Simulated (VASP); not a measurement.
# Rh (P6_3/mmc) in VASP: notebook

Rh is run at these levels: PBEsol+D3(BJ), LDA, PBEsol; tasks: single point, relaxation of cell and atoms.

Everything below comes from runs of VASP 6.6.1. Logs are shortened: lines on timing, memory, paths and dates and some standing lists are left out, and cuts for length are marked.

## (1) The cell of the first run

It takes space group P6_3/mmc (No. 194, hexagonal). The conventional cell has a = 2.663 Å, b = 2.663 Å, c = 4.306 Å, α = 90.00°, β = 90.00°, γ = 120.00°. Rh (site symmetry -6m2) has 12 Rh at 2.65 to 2.66 Å within 3.5 Å.

## (2) Single point, PBEsol+D3(BJ)

File INCAR:

```
SYSTEM = Rh
ALGO     = Normal         ! electronic algorithm
EDIFF    = 1E-6           ! SCF threshold, eV
ENCUT    = 520            ! plane-wave cutoff, eV
GGA      = PS             ! functional
ISIF     = 2              ! what is computed and relaxed
ISMEAR   = 1              ! smearing method
IVDW     = 12             ! dispersion correction
LASPH    = .True.         ! aspherical terms in the spheres
LCHARG   = .False.        ! write CHGCAR
LREAL    = .False.        ! projectors in reciprocal space
LWAVE    = .False.        ! write WAVECAR
NBANDS   = 22             ! bands
NELM     = 100            ! most SCF steps
PREC     = Accurate       ! precision mode
SIGMA    = 0.1            ! smearing width, eV
```

File KPOINTS:

```
k-points
0
Gamma
  14 14 8
  0 0 0
```

File POSCAR:

```
Rh
1.0
    2.6626752945      0.0000000000      0.0000000000
   -1.3313376472      2.3059444471      0.0000000000
    0.0000000000      0.0000000000      4.3055810582
Rh
2
Direct
    0.6666666667      0.3333333333      0.7500000000
    0.3333333333      0.6666666667      0.2500000000
```

Potentials or basis: VASP PAW PBE potentials, release 64 (Rh_pv).

Started as:

```bash
$ cat potpaw_PBE.64/Rh_pv/POTCAR > POTCAR
$ mpirun -np 1 vasp_std > vasp.out
```

OUTCAR:

```text
SYSTEM = Rh
   EDIFF = 1E-6
   ENCUT = 520
   GGA = PS
   ISIF = 2
   ISMEAR = 1
   IVDW = 12
   LASPH = .True.
   LREAL = .False.
   NELM = 100
   PREC = Accurate
 IVDW          = 12

 ion  position               nearest neighbor table
   1  0.667  0.333  0.750-   2 2.65   2 2.65   2 2.65   2 2.65   2 2.65   2 2.65
   2  0.333  0.667  0.250-   1 2.65   1 2.65   1 2.65   1 2.65   1 2.65   1 2.65

  LATTYP: Found a hexagonal cell.
 ALAT       =     2.6626752945
 C/A-ratio  =     1.6170131849

  Lattice vectors:

 A1 = (   2.6626752945,   0.0000000000,   0.0000000000)
 A2 = (  -1.3313376472,   2.3059444471,   0.0000000000)
 A3 = (   0.0000000000,   0.0000000000,   4.3055810582)

Analysis of symmetry for initial positions (statically):
=====================================================================
 Subroutine PRICEL returns:
 Original cell was already a primitive cell.

 Routine SETGRP: Setting up the symmetry group for a
 hexagonal supercell.

 Subroutine GETGRP returns: Found 24 space group operations
 (whereof 12 operations were pure point group operations)
 out of a pool of 24 trial point group operations.

The static configuration has the point symmetry D_3d.
 The point group associated with its full space group is D_6h.

Analysis of symmetry for dynamics (positions and initial velocities):
=====================================================================
 Subroutine PRICEL returns:
 Original cell was already a primitive cell.

 Routine SETGRP: Setting up the symmetry group for a
 hexagonal supercell.

 Subroutine GETGRP returns: Found 24 space group operations
 (whereof 12 operations were pure point group operations)
 out of a pool of 24 trial point group operations.

The dynamic configuration has the point symmetry D_3d.
 The point group associated with its full space group is D_6h.

 Subroutine INISYM returns: Found 24 space group operations
 (whereof 12 operations are pure point group operations),
 and found     1 'primitive' translations

----------------------------------------------------------------------------------------

                                     Primitive cell

  volume of cell :      26.4362

[... 81 lines left out ...]
   ICHARG =      2    charge: 1-file 2-atom 10-const
   ISPIN  =      1    spin polarized calculation?
   LNONCOLLINEAR =      F non collinear calculations
   LSORBIT =      F    spin-orbit coupling
   LASPH  =      T    aspherical Exc in radial PAW
   ENCUT  =  520.0 eV  38.22 Ry    6.18 a.u.   4.95  4.95  8.01*2*pi/ulx,y,z
   NELM   =    100;   NELMIN=  2; NELMDL= -5     # of ELM steps
   EDIFF  = 0.1E-05   stopping-criterion for ELM
   LREAL  =      F    real-space projection
   EDIFFG = 0.1E-04   stopping-criterion for IOM
   NSW    =      0    number of steps for IOM
   IBRION =     -1    ionic relax: 0-MD 1-quasi-New 2-CG
   NFREE  =      0    steps in history (QN), initial steepest desc. (CG)
   ISIF   =      2    stress and relaxation
   ISYM   =      2    0-nonsym 1-usesym 2-fastsym
   POTIM  = 0.5000    time-step for ionic-motion
   TEBEG  =    0.0;   TEEND  =   0.0 temperature during run
   PSTRESS=    0.0 pullay stress
   NELECT =      30.0000    total number of electrons
   NUPDOWN=      -1.0000    fix difference up-down
   EMIN   =  10.00;   EMAX   =-10.00  energy-range for DOS
   EFERMI =   0.00;   METHOD = LEGACY
   ISMEAR =     1;   SIGMA  =   0.10  broadening in eV -4-tet -1-fermi 0-gaus
   EFERMI_NEDOS =   21; number of points for ismear=-14 and -15
   IALGO  =     38    algorithm
   IMIX   =      4    mixing-type and parameters
     AMIX     =   0.40;   BMIX     =  1.00
     AMIX_MAG =   1.60;   BMIX_MAG =  1.00
  volume/ion in A,a.u.               =      13.22        89.20
  Fermi-wavevector in a.u.,A,eV,Ry     =   1.707585  3.226868 39.672497  2.915846
  Thomas-Fermi vector in A             =   2.786410
   LORBIT       =      0    0 simple, 1 ext, 2 COOP (PROOUT), +10 PAW based schemes
   GGA     = PS    functional components
   LHFCALC =     F    Hartree Fock is set to
   AEXX    =    0.0000 exact exchange contribution
   IVDW    =    12    specifies the selected vdW correction
   LEPSILON=     F    determine dielectric tensor
   LRPA    =     F    only Hartree local field effects (RPA)
 non-spin polarized calculation
 Methfessel and Paxton  Order N= 1 SIGMA  =   0.10
  energy-cutoff  :      520.00
  volume of cell :       26.44
 maximum number of plane-waves:       732
 NGX is ok and might be reduce to    20
   NGX =  9   NGY =  9   NGZ = 17

 number of electron      29.9999995 magnetization

 Free energy of the ion-electron system (eV)
  ---------------------------------------------------
  ext. energy  EPLUGINS =         0.00000000
  ---------------------------------------------------
  free energy    TOTEN  =       -16.17555000 eV

  energy without entropy =      -16.17600447  energy(sigma->0) =      -16.17570149

 E-fermi :  12.6051     XC(G=0): -14.4717

 val. band max:       12.6032399133   @ k =   0.0000   0.0000   0.1250
 cond. band min:      12.6087574998   @ k =   0.2857   0.2143   0.3750
 fundamental gap:      0.0055175864
 Fermi energy:        12.6051409650

 k-point     1 :       0.0000    0.0000    0.0000
  band No.  band energies     occupation
      1     -34.7577      2.00000
      2     -34.0111      2.00000
      3     -34.0111      2.00000
      4     -33.8937      2.00000
      5     -33.8887      2.00000
      6     -33.8887      2.00000
[... 589 lines left out ...]
     21      26.6779      0.00000
     22      27.8690      0.00000

 [... further k-points ...]

------------------------ aborting loop because EDIFF is reached ----------------------------------------

 Edisp (eV)   -1.26571

 E8    (eV) :    -0.8526

  FORCE on cell =-STRESS in cart. coord.  units (eV):
  Direction    XX          YY          ZZ          XY          YZ          ZX
  --------------------------------------------------------------------------------------
  -------------------------------------------------------------------------------------
  Total      -0.03120    -0.03120     0.02525    -0.00000     0.00000     0.00000
  in kB      -1.89085    -1.89085     1.53002    -0.00000     0.00000     0.00000
  external pressure =       -0.75 kB  Pullay stress =        0.00 kB

 VOLUME and BASIS-vectors are now :
 -----------------------------------------------------------------------------
  energy-cutoff  :      520.00
  volume of cell :       26.44
      direct lattice vectors                 reciprocal lattice vectors
     2.662675295  0.000000000  0.000000000     0.375562128  0.216830896  0.000000000
    -1.331337647  2.305944447  0.000000000     0.000000000  0.433661791  0.000000000
     0.000000000  0.000000000  4.305581058     0.000000000  0.000000000  0.232256689

 POSITION                                       TOTAL-FORCE (eV/Angst)
 -----------------------------------------------------------------------------------
      1.33134      0.76865      3.22919        -0.000000      0.000000      0.000000
     -0.00000      1.53730      1.07640         0.000000      0.000000      0.000000
 -----------------------------------------------------------------------------------
    total drift:                               -0.000000      0.000000     -0.000000

  FREE ENERGIE OF THE ION-ELECTRON SYSTEM (eV)
  ---------------------------------------------------
  free  energy   TOTEN  =       -17.4412578367 eV

  energy  without entropy=      -17.4417123041  energy(sigma->0) =      -17.44140933
```

OSZICAR:

```text
N       E                     dE             d eps       ncg     rms          rms(c)
DAV:   1     0.326364159597E+03    0.32636E+03   -0.18974E+04  5312   0.160E+03
DAV:   2    -0.101303347052E+02   -0.33649E+03   -0.32440E+03  5412   0.477E+02
DAV:   3    -0.173445487456E+02   -0.72142E+01   -0.71761E+01  6162   0.788E+01
DAV:   4    -0.173914223930E+02   -0.46874E-01   -0.46868E-01  5898   0.638E+00
DAV:   5    -0.173921404578E+02   -0.71806E-03   -0.71806E-03  6168   0.813E-01    0.174E+01
DAV:   6    -0.162336662288E+02    0.11585E+01   -0.25552E+00  5802   0.172E+01    0.577E+00
DAV:   7    -0.161844712486E+02    0.49195E-01   -0.73323E-02  6198   0.250E+00    0.239E+00
DAV:   8    -0.161763154068E+02    0.81558E-02   -0.12634E-02  5652   0.132E+00    0.539E-01
DAV:   9    -0.161755393412E+02    0.77607E-03   -0.56574E-04  6180   0.292E-01    0.420E-02
DAV:  10    -0.161755499788E+02   -0.10638E-04   -0.68389E-06  6094   0.256E-02    0.109E-02
DAV:  11    -0.161755500012E+02   -0.22364E-07   -0.13326E-06  4028   0.126E-02
   1 F= -.17441258E+02 E0= -.17441409E+02  d E =0.454467E-03
```

stdout:

```text
POSCAR found type information on POSCAR Rh
 POSCAR found :  1 types and       2 ions
 scaLAPACK will be used
 -----------------------------------------------------------------------------
|                                                                             |
|                                                                             |
|     You enforced a specific xc type in the INCAR file but a different       |
|     I HOPE YOU KNOW WHAT YOU ARE DOING!                                     |
|                                                                             |
 -----------------------------------------------------------------------------

 LDA part: xc-table for (Slater+PW92), standard interpolation
 POSCAR, INCAR and KPOINTS ok, starting setup
 FFT: planning ... GRIDC
 FFT: planning ... GRID_SOFT
 FFT: planning ... GRID
 WAVECAR not read
 entering main loop
```

Run time: 50 s. Hardware: 1 thread of Intel Xeon Platinum 8259CL at 2.50GHz (Skylake/Cascade Lake), shared host; peak memory 0.18 GiB.

What came out:

- Free energy: -17.4413 eV
- Pressure: -0.1 GPa
- Band gap on the k mesh: zero (band 15 reaches 13.28 eV, above the bottom of band 16 at 10.83 eV)
- Dispersion energy per atom: -0.633 eV

Stress tensor (GPa, compression positive):
```
-0.19  0.00  0.00
 0.00 -0.19  0.00
 0.00  0.00  0.15
```

Caveat: the PAW data sets were made with another functional, which shifts forces and pressure a little; pairwise dispersion overbinds metals, which lowers pressure and volume.

## (3) Single point, LDA

This run uses another cell than the first one, of 13.27 Å³/atom, 1.004 times its volume.

File INCAR:

```
SYSTEM = Rh
PREC = Accurate ; ENCUT = 520
EDIFF = 1E-7 ; ISMEAR = 1
SIGMA = 0.1 ; LREAL = .FALSE.
LASPH = .TRUE. ; NELM = 60
ALGO = Normal ; ISIF = 2
LWAVE = .FALSE. ; LCHARG = .FALSE.
GGA = CA ; NBANDS = 22
```

File KPOINTS:

```
Automatic mesh
0
G
  14 14 8
  0 0 0
```

File POSCAR:

```
Rh
1.0
    2.6667800562      0.0000000000      0.0000000000
   -1.3333900281      2.3094992749      0.0000000000
    0.0000000000      0.0000000000      4.3092274827
Rh
2
Direct
    0.6666666667      0.3333333333      0.7500000000
    0.3333333333      0.6666666667      0.2500000000
```

Potentials or basis: VASP PAW LDA potentials, release 64 (Rh_pv).

Started as:

```bash
$ cat potpaw_LDA.64/Rh_pv/POTCAR > POTCAR
$ mpirun -np 1 vasp_std > vasp.out
```

Run time: 56 s. Hardware: 1 thread of Intel Xeon Platinum 8259CL at 2.50GHz (Skylake/Cascade Lake), shared host; peak memory 0.16 GiB.

The run converged. Its results:

```yaml
Free_energy: -17.2808 eV
Pressure: 0.9 GPa
Band_gap_on_the_k_mesh: zero (band 15 reaches 13.17 eV, above the bottom of band 16 at 10.74 eV)
```

Stress tensor (GPa, compression positive):
```
0.80 0.00 0.00
0.00 0.80 0.00
0.00 0.00 1.12
```

Levels at points of the mesh, in eV from the Fermi level:
```tsv
k point	band 11	band 12	band 13	band 14	band 15	band 16	band 17	band 18	band 19	band 20
(0.00, 0.00, 0.00)	-3.25	-2.69	-2.69	-2.05	-2.05	0.14	0.14	0.65	8.94	15.82
(0.50, 0.00, 0.00)	-2.89	-2.39	-2.32	0.45	0.68	0.78	3.13	5.29	10.52	11.05
(0.00, 0.00, 0.50)	-3.37	-3.37	-3.37	-3.37	-0.47	-0.47	-0.47	-0.47	14.95	14.95
(0.50, 0.00, 0.50)	-1.80	-1.80	-0.36	-0.36	0.65	0.65	2.69	2.69	9.63	9.63
```

## (4) Single point, PBEsol

This run uses another cell than the first one, of 13.55 Å³/atom, 1.025 times its volume.

File INCAR:

```
PREC     = Accurate       # precision mode
ENCUT    = 520            # plane-wave cutoff, eV
EDIFF    = 1E-6           # SCF threshold, eV
ISMEAR   = 1              # smearing method
SIGMA    = 0.1            # smearing width, eV
LREAL    = F              # projectors in reciprocal space
LASPH    = T              # aspherical terms in the spheres
NELM     = 60             # most SCF steps
ALGO     = Normal         # electronic algorithm
ISIF     = 2              # what is computed and relaxed
LWAVE    = F              # write WAVECAR
LCHARG   = F              # write CHGCAR
GGA      = PS             # functional
NBANDS   = 22             # bands
```

File KPOINTS:

```
regular mesh
0
Gamma
  14 14 8
```

File POSCAR:

```
Rh
1.0
    2.6856520534      0.0000000000      0.0000000000
   -1.3428260267      2.3258429040      0.0000000000
    0.0000000000      0.0000000000      4.3383887041
Rh
2
Direct
    0.6666666667      0.3333333333      0.7500000000
    0.3333333333      0.6666666667      0.2500000000
```

Potentials or basis: VASP PAW PBE potentials, release 64 (Rh_pv).

Started as:

```bash
$ cat potpaw_PBE.64/Rh_pv/POTCAR > POTCAR
$ mpirun -np 1 vasp_std > vasp.out
```

It took 53 s on 1 thread of Intel Xeon Platinum 8259CL at 2.50GHz (Skylake/Cascade Lake), shared host; peak memory 0.17 GiB.

Results (log left out):

| Property | Result |
| --- | --- |
| Free energy | -16.1914 eV |
| Pressure | -0.1 GPa |
| Band gap on the k mesh | zero (band 15 reaches 12.78 eV, above the bottom of band 16 at 10.43 eV) |

Stress tensor (GPa, compression positive):
```
-0.19  0.00  0.00
 0.00 -0.19  0.00
 0.00  0.00  0.14
```

Levels at points of the mesh, in eV from the Fermi level:
| k point | band 12 | band 13 | band 14 | band 15 | band 16 | band 17 | band 18 | band 19 |
| --- | --- | --- | --- | --- | --- | --- | --- | --- |
| (0.00, 0.00, 0.00) | -2.59 | -2.59 | -1.98 | -1.98 | 0.13 | 0.13 | 0.63 | 8.73 |
| (0.50, 0.00, 0.00) | -2.31 | -2.27 | 0.43 | 0.65 | 0.74 | 3.04 | 5.16 | 10.37 |
| (0.00, 0.00, 0.50) | -3.25 | -3.25 | -3.25 | -0.46 | -0.46 | -0.46 | -0.46 | 14.85 |
| (0.50, 0.00, 0.50) | -1.74 | -0.35 | -0.35 | 0.62 | 0.62 | 2.63 | 2.63 | 9.42 |

Caveat: the PAW data sets were made with another functional, which shifts forces and pressure a little.

## (5) Relaxation of cell and atoms, PBEsol+D3(BJ)

This run uses another cell than the first one, of 14.30 Å³/atom, 1.082 times its volume.

File INCAR:

```
ALGO = Normal
EDIFF = 1E-6
EDIFFG = -0.01
ENCUT = 600
GGA = PS
IBRION = 2
ISIF = 3
ISMEAR = 1
IVDW = 12
LASPH = T
LCHARG = F
LREAL = F
LWAVE = F
NELM = 60
NSW = 60
PREC = Accurate
SIGMA = 0.1
```

File KPOINTS:

```
k-points
0
Gamma
  14 14 8
```

File POSCAR:

```
Rh
1.0
    2.7309790000      0.0000000000      0.0000000000
   -1.3654895000      2.3650971912      0.0000000000
    0.0000000000      0.0000000000      4.4284890000
Rh
2
Direct
    0.6666670000      0.3333330000      0.7500000000
    0.3333330000      0.6666670000      0.2500000000
```

Started as:

```bash
$ cat potpaw_PBE.64/Rh_pv/POTCAR > POTCAR
$ mpirun -np 1 vasp_std > vasp.out
```

Run time: 2.9 min. Hardware: 1 thread of Intel Xeon Platinum 8259CL at 2.50GHz (Skylake/Cascade Lake), shared host; peak memory 0.22 GiB.

The run converged. Its results:

```
Free energy                            : -17.4449 eV
Relaxed volume                         : 13.21 Å³/atom
Relaxed cell                           : a = 2.661 Å, b = 2.661 Å, c = 4.309 Å, α = 90.00°, β = 90.00°, γ = 120.00°
Space group after relaxing (to 0.05 Å) : P6_3/mmc (No. 194)
Energy gained by relaxing              : 76.0 meV/atom
Ionic steps                            : 5
Pressure after relaxing                : 0.0 GPa
Band gap on the k mesh                 : zero (band 15 reaches 13.29 eV, above the bottom of band 16 at 10.83 eV)
Dispersion energy per atom             : -0.633 eV
```

Stress tensor (GPa, compression positive):
```
 0.04  0.00  0.00
 0.00  0.04  0.00
 0.00  0.00 -0.06
```

The path:
```tsv
step	energy change (eV)	largest force (eV/Å)	pressure (GPa)	volume (Å³)
1	0.0000	0.0000	-20.61	28.60
2	1.1328	0.0000	104.87	21.64
3	-0.1511	0.0000	-1.84	26.58
4	-0.1519	0.0000	-0.51	26.47
5	-0.1520	0.0000	0.01	26.43
```

Final structure:
```
Rh
1.0
     2.66114    0.00000    0.00000
    -1.33057    2.30461    0.00000
     0.00000    0.00000    4.30894
Rh
2
Direct
  0.66667 0.33333 0.75000
  0.33333 0.66667 0.25000
```

Levels at points of the mesh, in eV from the Fermi level:
```csv
k point,band 11,band 12,band 13,band 14,band 15,band 16,band 17,band 18,band 19
"(0.00, 0.00, 0.00)",-3.26,-2.70,-2.70,-2.04,-2.04,0.14,0.14,0.58,8.96
"(0.50, 0.00, 0.00)",-2.91,-2.41,-2.34,0.46,0.68,0.79,3.13,5.31,10.57
"(0.00, 0.00, 0.50)",-3.37,-3.37,-3.37,-3.37,-0.47,-0.47,-0.47,-0.47,14.92
"(0.50, 0.00, 0.50)",-1.80,-1.80,-0.37,-0.37,0.66,0.66,2.68,2.68,9.69
```

Caveat: the PAW data sets were made with another functional, which shifts forces and pressure a little; pairwise dispersion overbinds metals, which lowers pressure and volume.

## (6) Summary

| task | level | potentials or basis | cell | cutoff (eV) | gap on the mesh (eV) | pressure (GPa) |
| --- | --- | --- | --- | --- | --- | --- |
| single point | PBEsol+D3(BJ) | VASP PAW PBE potentials, release 64 (Rh_pv) | a = 2.663, b = 2.663, c = 4.306 Å, angles 90.0, 90.0, 120.0°, 2 atoms | 520 | none | -0.1 |
| single point | LDA | VASP PAW LDA potentials, release 64 (Rh_pv) | a = 2.667, b = 2.667, c = 4.309 Å, angles 90.0, 90.0, 120.0°, 2 atoms | 520 | none | 0.9 |
| single point | PBEsol | VASP PAW PBE potentials, release 64 (Rh_pv) | a = 2.686, b = 2.686, c = 4.338 Å, angles 90.0, 90.0, 120.0°, 2 atoms | 520 | none | -0.1 |
| relaxation of cell and atoms | PBEsol+D3(BJ) | VASP PAW PBE potentials, release 64 (Rh_pv) | relaxed from a = 2.731, b = 2.731, c = 4.428 Å, angles 90.0, 90.0, 120.0°, 2 atoms | 600 | none | 0.0 |

Alike in all rows: no spin polarisation; k mesh 14 × 14 × 8; smearing methfessel-paxton 0.1 eV.

Caveats: the PAW data sets were made with another functional, which shifts forces and pressure a little (some runs); pairwise dispersion overbinds metals, which lowers pressure and volume (some runs).

Total energies depend on the potentials used, so only differences within one code and one set of settings carry meaning.
